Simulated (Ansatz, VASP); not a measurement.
## One calculation of C, two programs

File INCAR:

```
PREC     = Accurate       # precision mode
ENCUT    = 600            # plane-wave cutoff, eV
EDIFF    = 1E-6           # SCF threshold, eV
ISMEAR   = 0              # smearing method
SIGMA    = 0.1            # smearing width, eV
LREAL    = F              # projectors in reciprocal space
LASPH    = T              # aspherical terms in the spheres
NELM     = 100            # most SCF steps
ALGO     = Normal         # electronic algorithm
ISIF     = 3              # what is computed and relaxed
LWAVE    = F              # write WAVECAR
LCHARG   = F              # write CHGCAR
GGA      = PS             # functional
IBRION   = 2              # ionic algorithm
NSW      = 100            # ionic steps
EDIFFG   = -0.01          # ionic threshold
```

Contents of KPOINTS:

```
regular mesh
0
Gamma
  21 21 2
```

POSCAR

```
C
1.0
    2.4562275060      0.0000000000      0.0000000000
   -1.2281137530      2.1271554177      0.0000000000
    0.0000000000      0.0000000000     24.1339601687
C
4
Direct
    0.0000000000      0.0000000000      0.5704687700
    0.0000000000      0.0000000000      0.4295312300
    0.3333333300      0.6666666700      0.4295245600
    0.6666666700      0.3333333300      0.5704754400
```

Input for Ansatz:

```yaml
crystal:
  lattice:
    - [2.456227506, 0.0, 0.0]
    - [-1.228113753, 2.1271554177, 0.0]
    - [0.0, 0.0, 24.1339601687]
  atoms:
    - { symbol: C, position: [0.0, 0.0, 0.57046877] }
    - { symbol: C, position: [0.0, 0.0, 0.42953123] }
    - { symbol: C, position: [0.33333333, 0.66666667, 0.42952456] }
    - { symbol: C, position: [0.66666667, 0.33333333, 0.57047544] }
basis:
  ecutwfc: 420
kpoints:
  mp_grid: { grid: [21, 21, 2] }
hamiltonian:
  xc: pbesol
scf:
  occupations: { method: gaussian, width: 0.1 }
output:
  forces: true
  stress: true
  eigenvalues: true
relax:
  adjacent_minimum: "off"
  f_tol: 0.01
  max_steps: 80
  cell: { stress_tol: 0.05 }
```

Alike in both runs: task relaxation of cell and atoms; functional PBEsol; k mesh 21 × 21 × 2; occupations gaussian, width 0.1 eV; no spin polarisation.

|  | VASP | Ansatz |
| --- | --- | --- |
| version | VASP 6.6.1 | Ansatz 0.2.0 |
| potentials or method | VASP PAW PBE potentials, release 64 (C), cutoff 600 eV | scalar-relativistic, plane waves, PAW |
| valence electrons in the cell | 16 | 16 |

```csv
,VASP,Ansatz,Ansatz less VASP
"gap on the k mesh at the Fermi level, each at its own relaxed structure (eV)",none,none,-
relaxed volume (Å³/atom),32.23,31.56,-0.671
relaxed cell length with the largest relative difference (Å),24.603,24.109,-0.4939
```

VASP's potentials were made for PBE, not for PBEsol. A gap of «none» marks a metal or a gap that the smearing closes.
